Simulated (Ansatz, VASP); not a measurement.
# Al3Cu2 in VASP and in Ansatz

```
CELL_PARAMETERS angstrom
4.09865 0.00000 0.00000
-2.04933 3.54954 0.00000
0.00000 0.00000 4.98115
ATOMIC_POSITIONS crystal
Al 0.00000 0.00000 0.00000
Al 0.33333 0.66667 0.35146
Al 0.66667 0.33333 0.64854
Cu 0.33333 0.66667 0.84223
Cu 0.66667 0.33333 0.15777
```

Alike in both runs: functional PBEsol; k mesh 12 × 12 × 8; occupations gaussian, width 0.1 eV; no spin polarisation.

Ansatz relaxed the structure, and its values are those at the end. VASP's run is a single point on that final structure, the one shown.

|  | VASP | Ansatz |
| --- | --- | --- |
| version | VASP 6.6.1 | Ansatz 0.2.0 |
| potentials or method | VASP PAW PBE potentials, release 64 (Al, Cu), cutoff 520 eV | scalar-relativistic, plane waves, PAW |
| valence electrons in the cell | 31 | 47 |

```csv
,VASP,Ansatz,Ansatz less VASP
gap on the k mesh at the Fermi level (eV),none,none,-
pressure (GPa),0.4,0.0,-0.36
```

VASP's potentials were made for PBE, not for PBEsol. A gap of «none» marks a metal or a gap that the smearing closes. VASP's potentials hold 31 valence electrons a cell and Ansatz's 47, so a difference there can come from the potentials and not from the codes.
